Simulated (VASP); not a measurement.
Write the native input for VASP 6.6.1 that does the following.

| Property | Result |
| --- | --- |
| Task | single point |
| Functional | r2SCAN |
| Potentials or basis | VASP PAW PBE potentials, release 64 (C) |
| Cutoff | 520 eV |
| k mesh | 14 × 14 × 14 |
| Occupations | gaussian, width 0.05 eV |
| Spin | no spin polarisation |
| Dipole correction | no |
| Further INCAR settings | ALGO = Normal; EDIFF = 1e-06; NBANDS = 11 |

Crystal: C.

```
C
1.0
     0.00000    2.12676    3.56176
     1.22792    0.00000    3.56176
     1.22792    2.12676    0.00000
C
2
Direct
  0.16670 0.83330 0.16670
  0.83330 0.16670 0.83330
```

One way to write it, as run:

POSCAR

```
C
1.0
    0.0000000000      2.1267565393      3.5617636578
    1.2279212043      0.0000000000      3.5617636578
    1.2279212043      2.1267565393      0.0000000000
C
2
Direct
    0.1667039277      0.8332960723      0.1667039277
    0.8332960723      0.1667039277      0.8332960723
```

INCAR.step1

```
PREC     = Accurate       # precision mode
ENCUT    = 520            # plane-wave cutoff, eV
ISMEAR   = 0              # smearing method
SIGMA    = 0.05           # smearing width, eV
LREAL    = F              # projectors in reciprocal space
LASPH    = T              # aspherical terms in the spheres
NELM     = 80             # most SCF steps
NBANDS   = 11             # bands
GGA      = PE             # functional
ALGO     = Normal         # electronic algorithm
EDIFF    = 1E-4           # SCF threshold, eV
LWAVE    = T              # write WAVECAR
LCHARG   = F              # write CHGCAR
```

INCAR.step2

```
PREC     = Accurate       # precision mode
ENCUT    = 520            # plane-wave cutoff, eV
EDIFF    = 1E-6           # SCF threshold, eV
ISMEAR   = 0              # smearing method
SIGMA    = 0.05           # smearing width, eV
LREAL    = F              # projectors in reciprocal space
LASPH    = T              # aspherical terms in the spheres
NELM     = 80             # most SCF steps
ALGO     = Normal         # electronic algorithm
ISIF     = 2              # what is computed and relaxed
LWAVE    = F              # write WAVECAR
LCHARG   = F              # write CHGCAR
METAGGA  = R2SCAN         # meta-GGA
LMIXTAU  = T            
NBANDS   = 11             # bands
ISTART   = 1
```

KPOINTS

```
Automatic mesh
0
Gamma
  14 14 14
```

Potentials or basis: VASP PAW PBE potentials, release 64 (C).

Run with:

```sh
$ cat potpaw_PBE.64/C/POTCAR > POTCAR
$ cp INCAR.step1 INCAR
$ mpirun -np 1 vasp_std > vasp.out
$ cp INCAR.step2 INCAR
$ mpirun -np 1 vasp_std > vasp.out
```

It gave:

The pressure is 0.6 GPa.

Caveat: the PAW data sets were made with another functional, which shifts forces and pressure a little.

Wall time 7.4 min on 1 thread of AMD EPYC 7R13, with other jobs on the host, peak memory 0.2 GiB.
